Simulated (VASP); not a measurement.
# TiRh3 in VASP: a series of runs, part 2 of 2

VASP 6.6.1. The steps go on from the part before.

## (3) Single point, LDA (equal xx and yy strain of +2 %)

File INCAR:

```
SYSTEM = TiRh3
PREC = Accurate
ENCUT = 520
EDIFF = 1E-6
ISMEAR = -1
SIGMA = 0.03
LREAL = .False.
LASPH = .True.
NELM = 60
ALGO = Normal
ISIF = 2
LWAVE = .False.
LCHARG = .False.
GGA = CA
NBANDS = 36
```

File KPOINTS:

```
Automatic mesh
0
Gamma
  10 10 10
  0 0 0
```

File POSCAR:

```
TiRh3
1.0
    3.8984400000      0.0000000000      0.0000000000
    0.0000000000      3.8984400000      0.0000000000
    0.0000000000      0.0000000000      3.8220000000
Ti Rh
1 3
Direct
    0.0000000000      0.0000000000      0.0000000000
    0.0000000000      0.5000000000      0.5000000000
    0.5000000000      0.0000000000      0.5000000000
    0.5000000000      0.5000000000      0.0000000000
```

Potentials or basis: VASP PAW LDA potentials, release 64 (Ti_sv, Rh_pv).

The run is started by

```
> cat potpaw_LDA.64/Ti_sv/POTCAR potpaw_LDA.64/Rh_pv/POTCAR > POTCAR
> mpirun -np 1 vasp_std > vasp.out
```

OUTCAR:

```text
SYSTEM = TiRh3
   PREC = Accurate
   ENCUT = 520
   EDIFF = 1E-6
   ISMEAR = -1
   LREAL = .False.
   LASPH = .True.
   NELM = 60
   ISIF = 2
   GGA = CA

 ion  position               nearest neighbor table
   1  0.000  0.000  0.000-   2 2.73   3 2.73   2 2.73   3 2.73   2 2.73   2 2.73   3 2.73   3 2.73
                             4 2.76   4 2.76   4 2.76   4 2.76
   2  0.000  0.500  0.500-   1 2.73   4 2.73   1 2.73   4 2.73   1 2.73   1 2.73   4 2.73   4 2.73
                             3 2.76   3 2.76   3 2.76   3 2.76
   3  0.500  0.000  0.500-   1 2.73   4 2.73   1 2.73   4 2.73   4 2.73   4 2.73   1 2.73   1 2.73
                             2 2.76   2 2.76   2 2.76   2 2.76
   4  0.500  0.500  0.000-   2 2.73   3 2.73   2 2.73   3 2.73   3 2.73   3 2.73   2 2.73   2 2.73
                             1 2.76   1 2.76   1 2.76   1 2.76

  LATTYP: Found a simple tetragonal cell.
 ALAT       =     3.8984400000
 C/A-ratio  =     0.9803921569

  Lattice vectors:

 A1 = (   3.8984400000,   0.0000000000,   0.0000000000)
 A2 = (   0.0000000000,   3.8984400000,   0.0000000000)
 A3 = (   0.0000000000,   0.0000000000,   3.8220000000)

Analysis of symmetry for initial positions (statically):
=====================================================================
 Subroutine PRICEL returns:
 Original cell was already a primitive cell.

 Routine SETGRP: Setting up the symmetry group for a
 simple tetragonal supercell.

 Subroutine GETGRP returns: Found 16 space group operations
 (whereof 16 operations were pure point group operations)
 out of a pool of 16 trial point group operations.

The static configuration has the point symmetry D_4h.

Analysis of symmetry for dynamics (positions and initial velocities):
=====================================================================
 Subroutine PRICEL returns:
 Original cell was already a primitive cell.

 Routine SETGRP: Setting up the symmetry group for a
 simple tetragonal supercell.

 Subroutine GETGRP returns: Found 16 space group operations
 (whereof 16 operations were pure point group operations)
 out of a pool of 16 trial point group operations.

The dynamic configuration has the point symmetry D_4h.

 Subroutine INISYM returns: Found 16 space group operations
 (whereof 16 operations are pure point group operations),
 and found     1 'primitive' translations

----------------------------------------------------------------------------------------

                                     Primitive cell

  volume of cell :      58.0861

  direct lattice vectors                    reciprocal lattice vectors
     3.898440000  0.000000000  0.000000000     0.256512862  0.000000000  0.000000000
     0.000000000  3.898440000  0.000000000     0.000000000  0.256512862  0.000000000
     0.000000000  0.000000000  3.822000000     0.000000000  0.000000000  0.261643119

  length of vectors
     3.898440000  3.898440000  3.822000000     0.256512862  0.256512862  0.261643119

  position of ions in fractional coordinates (direct lattice)
     0.000000000  0.000000000  0.000000000
     0.000000000  0.500000000  0.500000000
     0.500000000  0.000000000  0.500000000
     0.500000000  0.500000000  0.000000000

[... 29 lines left out ...]
 ===========================================

 Found    126 irreducible k-points:

 Following reciprocal coordinates:
            Coordinates               Weight
  0.000000  0.000000  0.000000      1.000000
  0.100000  0.000000  0.000000      4.000000
  0.200000  0.000000  0.000000      4.000000
  0.300000  0.000000  0.000000      4.000000
  0.400000  0.000000  0.000000      4.000000
  0.500000  0.000000  0.000000      2.000000
[... 16 lines left out ...]
  0.100000  0.000000  0.100000      8.000000
  0.200000  0.000000  0.100000      8.000000
 [... further k-points ...]
   k-points           NKPTS =    126   k-points in BZ     NKDIM =    126   number of bands    NBANDS=     36
   number of dos      NEDOS =    301   number of ions     NIONS =      4
   total plane-waves  NPLWV =  25200
   dimension x,y,z NGX =    30 NGY =   30 NGZ =   28
   dimension x,y,z NGXF=    60 NGYF=   60 NGZF=   56
   ions per type =               1   3
   NGX,Y,Z   is equivalent  to a cutoff of  12.79, 12.79, 12.18 a.u.
   NGXF,Y,Z  is equivalent  to a cutoff of  25.59, 25.59, 24.36 a.u.
 SYSTEM =  TiRh3
   PREC   = accura    normal or accurate (medium, high low for compatibility)
   ISTART =      0    job   : 0-new  1-cont  2-samecut
   ICHARG =      2    charge: 1-file 2-atom 10-const
   ISPIN  =      1    spin polarized calculation?
   LNONCOLLINEAR =      F non collinear calculations
   LSORBIT =      F    spin-orbit coupling
   LASPH  =      T    aspherical Exc in radial PAW
   ENCUT  =  520.0 eV  38.22 Ry    6.18 a.u.   7.25  7.25  7.11*2*pi/ulx,y,z
   NELM   =     60;   NELMIN=  2; NELMDL= -5     # of ELM steps
   EDIFF  = 0.1E-05   stopping-criterion for ELM
   LREAL  =      F    real-space projection
   EDIFFG = 0.1E-04   stopping-criterion for IOM
   NSW    =      0    number of steps for IOM
   IBRION =     -1    ionic relax: 0-MD 1-quasi-New 2-CG
   NFREE  =      0    steps in history (QN), initial steepest desc. (CG)
   ISIF   =      2    stress and relaxation
   ISYM   =      2    0-nonsym 1-usesym 2-fastsym
   POTIM  = 0.5000    time-step for ionic-motion
   TEBEG  =    0.0;   TEEND  =   0.0 temperature during run
   PSTRESS=    0.0 pullay stress
   NELECT =      57.0000    total number of electrons
   NUPDOWN=      -1.0000    fix difference up-down
   EMIN   =  10.00;   EMAX   =-10.00  energy-range for DOS
   EFERMI =   0.00;   METHOD = LEGACY
   ISMEAR =    -1;   SIGMA  =   0.03  broadening in eV -4-tet -1-fermi 0-gaus
   EFERMI_NEDOS =   21; number of points for ismear=-14 and -15
   IALGO  =     38    algorithm
   IMIX   =      4    mixing-type and parameters
     AMIX     =   0.40;   BMIX     =  1.00
     AMIX_MAG =   1.60;   BMIX_MAG =  1.00
  volume/ion in A,a.u.               =      14.52        98.00
  Fermi-wavevector in a.u.,A,eV,Ry     =   1.626831  3.074264 36.008875  2.646578
  Thomas-Fermi vector in A             =   2.719725
   LORBIT       =      0    0 simple, 1 ext, 2 COOP (PROOUT), +10 PAW based schemes
   GGA     = CA    functional components
   LHFCALC =     F    Hartree Fock is set to
   AEXX    =    0.0000 exact exchange contribution
   IVDW    =     0    specifies the selected vdW correction
   LEPSILON=     F    determine dielectric tensor
   LRPA    =     F    only Hartree local field effects (RPA)
 non-spin polarized calculation
  energy-cutoff  :      520.00
  volume of cell :       58.09
 maximum number of plane-waves:      1584
 NGX is ok and might be reduce to    30
   NGX = 15   NGY = 15   NGZ = 15

 number of electron      57.0000028 magnetization

 Free energy of the ion-electron system (eV)
  ---------------------------------------------------
  ext. energy  EPLUGINS =         0.00000000
  ---------------------------------------------------
  free energy    TOTEN  =       -36.95104955 eV

  energy without entropy =      -36.93871860  energy(sigma->0) =      -36.94488407

 E-fermi :  10.3632     XC(G=0): -13.6713

 val. band max:       10.3515002262   @ k =   0.4000   0.0000   0.1000
 cond. band min:      10.3646210652   @ k =   0.0000   0.0000   0.4000
 fundamental gap:      0.0131208389
 Fermi energy:        10.3632161382

 k-point     1 :       0.0000    0.0000    0.0000
  band No.  band energies     occupation
      1     -45.9605      2.00000
      2     -35.8240      2.00000
      3     -35.8240      2.00000
      4     -35.8211      2.00000
      5     -35.5772      2.00000
      6     -35.5686      2.00000
[... 925 lines left out ...]
     35      13.4392      0.00000
     36      15.6796      0.00000

 [... further k-points ...]

------------------------ aborting loop because EDIFF is reached ----------------------------------------

  FORCE on cell =-STRESS in cart. coord.  units (eV):
  Direction    XX          YY          ZZ          XY          YZ          ZX
  --------------------------------------------------------------------------------------
  -------------------------------------------------------------------------------------
  Total       -6.8463352     -6.8463352     -5.6527088      0.0000000      0.0000000      0.0000000
  in kB     -188.8410262   -188.8410262   -155.9174784      0.0000000      0.0000000      0.0000000
  external PRESSURE =    -177.8665102 kB  Pullay stress =       0.0000000 kB

 VOLUME and BASIS-vectors are now :
 -----------------------------------------------------------------------------
  energy-cutoff  :      520.00
  volume of cell :       58.09
      direct lattice vectors                 reciprocal lattice vectors
     3.898440000  0.000000000  0.000000000     0.256512862  0.000000000  0.000000000
     0.000000000  3.898440000  0.000000000     0.000000000  0.256512862  0.000000000
     0.000000000  0.000000000  3.822000000     0.000000000  0.000000000  0.261643119

 POSITION                                       TOTAL-FORCE (eV/Angst)
 -----------------------------------------------------------------------------------
      0.00000      0.00000      0.00000         0.000000      0.000000      0.000000
      0.00000      1.94922      1.91100         0.000000      0.000000      0.000000
      1.94922      0.00000      1.91100         0.000000      0.000000      0.000000
      1.94922      1.94922      0.00000         0.000000      0.000000      0.000000
 -----------------------------------------------------------------------------------
    total drift:                                0.000000      0.000000     -0.000000

  FREE ENERGIE OF THE ION-ELECTRON SYSTEM (eV)
  ---------------------------------------------------
  free  energy   TOTEN  =       -36.9510495505 eV

  energy  without entropy=      -36.9387185952  energy(sigma->0) =      -36.94488407
```

OSZICAR:

```text
N       E                     dE             d eps       ncg     rms          rms(c)
DAV:   1     0.751031312441E+03    0.75103E+03   -0.32922E+04  9072   0.188E+03
DAV:   2     0.299116269402E+01   -0.74804E+03   -0.73081E+03  9352   0.584E+02
DAV:   3    -0.388544654331E+02   -0.41846E+02   -0.39767E+02 12024   0.137E+02
DAV:   4    -0.404332501048E+02   -0.15788E+01   -0.15658E+01 11576   0.228E+01
DAV:   5    -0.404640880549E+02   -0.30838E-01   -0.30820E-01 10900   0.318E+00    0.174E+01
DAV:   6    -0.377126727844E+02    0.27514E+01   -0.12686E+01 11564   0.270E+01    0.946E+00
DAV:   7    -0.378096489981E+02   -0.96976E-01   -0.12283E+01 11716   0.225E+01    0.702E+00
DAV:   8    -0.369690982793E+02    0.84055E+00   -0.15549E+00 12364   0.856E+00    0.185E+00
DAV:   9    -0.369771548551E+02   -0.80566E-02   -0.28128E-01 13164   0.382E+00    0.174E+00
DAV:  10    -0.369658419856E+02    0.11313E-01   -0.48975E-02 10472   0.248E+00    0.125E+00
DAV:  11    -0.369520510196E+02    0.13791E-01   -0.73188E-02 11280   0.204E+00    0.238E-01
DAV:  12    -0.369512857764E+02    0.76524E-03   -0.67804E-03 11140   0.599E-01    0.155E-01
DAV:  13    -0.369510443598E+02    0.24142E-03   -0.64329E-04 11244   0.166E-01    0.257E-02
DAV:  14    -0.369510524485E+02   -0.80887E-05   -0.36478E-05 10052   0.476E-02    0.163E-02
DAV:  15    -0.369510497478E+02    0.27008E-05   -0.14791E-05 10892   0.271E-02    0.396E-03
DAV:  16    -0.369510495505E+02    0.19725E-06   -0.46391E-07  5536   0.561E-03
   1 F= -.36951050E+02 E0= -.36944884E+02  d E =-.123310E-01
```

It took 4.7 min on 1 thread of Intel Xeon 8259CL, shared host; peak memory 0.31 GiB.

Results:

* Free energy: -36.9510 eV
* Pressure: -17.8 GPa
* Band gap on the k mesh: zero (an odd number of electrons rules out a gap without spin polarisation)

Stress tensor (GPa, compression positive):
```
-18.88   0.00   0.00
  0.00 -18.88   0.00
  0.00   0.00 -15.59
```

Caveat: the cell differs from its parent crystal (equal xx and yy strain of +2 %); the cell stands under tension.

## (4) Single point, LDA (13.40 Å³/atom)

This run uses another cell than the first one, of 13.40 Å³/atom.

File INCAR:

```
PREC = Accurate
ENCUT = 520
EDIFF = 1E-6
ISMEAR = -1
SIGMA = 0.03
LREAL = False
LASPH = True
NELM = 80
ALGO = Normal
ISIF = 2
LWAVE = False
LCHARG = False
NBANDS = 36
```

File KPOINTS:

```
regular mesh
0
Gamma
  10 10 10
```

File POSCAR:

```
TiRh3
1.0
    3.7703450192      0.0000000000      0.0000000000
    0.0000000000      3.7703450192      0.0000000000
    0.0000000000      0.0000000000      3.7703450192
Ti Rh
1 3
Direct
    0.0000000000      0.0000000000      0.0000000000
    0.0000000000      0.5000000000      0.5000000000
    0.5000000000      0.0000000000      0.5000000000
    0.5000000000      0.5000000000      0.0000000000
```

The run is started by

```
> cat potpaw_LDA.64/Ti_sv/POTCAR potpaw_LDA.64/Rh_pv/POTCAR > POTCAR
> mpirun -np 1 vasp_std > vasp.out
```

It took 2.6 min on 1 thread of Intel Xeon 8259CL, shared host; peak memory 0.2 GiB.

Results (log left out):

- Free energy: -37.2161 eV
- Pressure: 0.8 GPa
- Band gap on the k mesh: zero (an odd number of electrons rules out a gap without spin polarisation)

Levels at points of the mesh, in eV from the Fermi level:
| k point | band 26 | band 27 | band 28 | band 29 | band 30 | band 31 | band 32 | band 33 |
| --- | --- | --- | --- | --- | --- | --- | --- | --- |
| (0.00, 0.00, 0.00) | 0.92 | 1.43 | 1.43 | 1.43 | 2.83 | 2.83 | 3.53 | 3.53 |
| (0.50, 0.00, 0.00) | -1.14 | -1.14 | -0.95 | 0.14 | 1.11 | 1.11 | 1.43 | 1.79 |
| (0.50, 0.50, 0.00) | -1.59 | -1.59 | -1.20 | -0.79 | -0.75 | 1.53 | 1.53 | 1.63 |
| (0.50, 0.50, 0.50) | 0.97 | 0.97 | 0.97 | 1.03 | 1.20 | 1.20 | 1.20 | 2.70 |

## (5) Single point, LDA (13.82 Å³/atom)

This run uses another cell than the first one, of 13.82 Å³/atom.

File INCAR:

```
PREC = Accurate
ENCUT = 520
EDIFF = 1E-6
ISMEAR = -1
SIGMA = 0.03
LREAL = F
LASPH = T
NELM = 100
ALGO = Normal
ISIF = 2
LWAVE = F
LCHARG = F
GGA = CA
NBANDS = 36
```

KPOINTS is that of step 4.

File POSCAR:

```
TiRh3
1.0
    3.8092172958      0.0000000000      0.0000000000
    0.0000000000      3.8092172958      0.0000000000
    0.0000000000      0.0000000000      3.8092172958
Ti Rh
1 3
Direct
    0.0000000000      0.0000000000      0.0000000000
    0.0000000000      0.5000000000      0.5000000000
    0.5000000000      0.0000000000      0.5000000000
    0.5000000000      0.5000000000      0.0000000000
```

The run is started by

```
> cat potpaw_LDA.64/Ti_sv/POTCAR potpaw_LDA.64/Rh_pv/POTCAR > POTCAR
> mpirun -np 1 vasp_std > vasp.out
```

Wall time 2.7 min (1 thread of Intel Xeon 8259CL, shared host); peak memory 0.21 GiB.

Results (log left out):

| Property | Result |
| --- | --- |
| Free energy | -37.1823 eV |
| Pressure | -7.2 GPa |
| Band gap on the k mesh | zero (an odd number of electrons rules out a gap without spin polarisation) |

Levels at points of the mesh, in eV from the Fermi level:
```
           k point  band 26  band 27  band 28  band 29  band 30  band 31  band 32  band 33
(0.00, 0.00, 0.00)     0.87     1.35     1.35     1.35     2.71     2.71     3.38     3.38
(0.50, 0.00, 0.00)    -1.10    -1.10    -0.90     0.13     1.08     1.08     1.35     1.74
(0.50, 0.50, 0.00)    -1.52    -1.52    -1.14    -0.76    -0.73     1.48     1.48     1.59
(0.50, 0.50, 0.50)     0.92     0.92     0.92     1.03     1.15     1.15     1.15     2.59
```

Caveat: the cell stands under tension.

## (6) Single point, LDA (14.24 Å³/atom)

File INCAR:

```
SYSTEM = TiRh3
ALGO = Normal ; EDIFF = 1E-6
ENCUT = 520 ; GGA = CA
ISIF = 2 ; ISMEAR = -1
LASPH = .True. ; LCHARG = .True.
LELF = .True. ; LREAL = .False.
LVHAR = .True. ; LWAVE = .False.
NBANDS = 36 ; NELM = 100
PREC = Accurate ; SIGMA = 0.03
```

File KPOINTS:

```
k-points
0
Gamma
  10 10 10
  0 0 0
```

File POSCAR:

```
TiRh3
1.0
    3.8473119959      0.0000000000      0.0000000000
    0.0000000000      3.8473119959      0.0000000000
    0.0000000000      0.0000000000      3.8473119959
Ti Rh
1 3
Direct
    0.0000000000      0.0000000000      0.0000000000
    0.0000000000      0.5000000000      0.5000000000
    0.5000000000      0.0000000000      0.5000000000
    0.5000000000      0.5000000000      0.0000000000
```

Potentials or basis: VASP PAW LDA potentials, release 64 (Ti_sv, Rh_pv).

The run is started by

```
> cat potpaw_LDA.64/Ti_sv/POTCAR potpaw_LDA.64/Rh_pv/POTCAR > POTCAR
> mpirun -np 1 vasp_std > vasp.out
```

It took 3.4 min on 1 thread of Intel Xeon 8259CL, shared host; peak memory 0.22 GiB.

It converged, with:

```
Free energy            : -37.0716 eV
Pressure               : -13.9 GPa
Band gap on the k mesh : zero (an odd number of electrons rules out a gap without spin polarisation)
```

Levels at points of the mesh, in eV from the Fermi level:
```
           k point  band 25  band 26  band 27  band 28  band 29  band 30  band 31  band 32  band 33  band 34
(0.00, 0.00, 0.00)    -0.17     0.82     1.28     1.28     1.28     2.60     2.60     3.24     3.24     3.24
(0.50, 0.00, 0.00)    -1.18    -1.06    -1.06    -0.86     0.11     1.05     1.05     1.28     1.69     1.96
(0.50, 0.50, 0.00)    -1.54    -1.45    -1.45    -1.08    -0.73    -0.70     1.43     1.43     1.55     3.29
(0.50, 0.50, 0.50)    -1.50     0.86     0.86     0.86     1.04     1.12     1.12     1.12     2.48     2.48
```

Caveat: the cell stands under tension.

## (7) The runs side by side

| cell | gap on the mesh (eV) | pressure (GPa) |
| --- | --- | --- |
| a = 3.860, b = 3.860, c = 3.822 Å, 4 atoms | none | -13.9 |
| a = 3.898, b = 3.898, c = 3.822 Å, 4 atoms | none | -17.8 |
| a = 3.770 Å, 4 atoms | none | 0.8 |
| a = 3.809 Å, 4 atoms | none | -7.2 |
| a = 3.847 Å, 4 atoms | none | -13.9 |

Alike in all rows: task single point; level LDA; potentials or basis VASP PAW LDA potentials, release 64 (Ti_sv, Rh_pv); no spin polarisation; k mesh 10 × 10 × 10; cutoff (eV) 520; smearing fermi-dirac 0.03 eV.

Caveats: the cell stands under tension (at least some runs).

Total energies depend on the potentials used, so only differences within one code and one set of settings carry meaning.
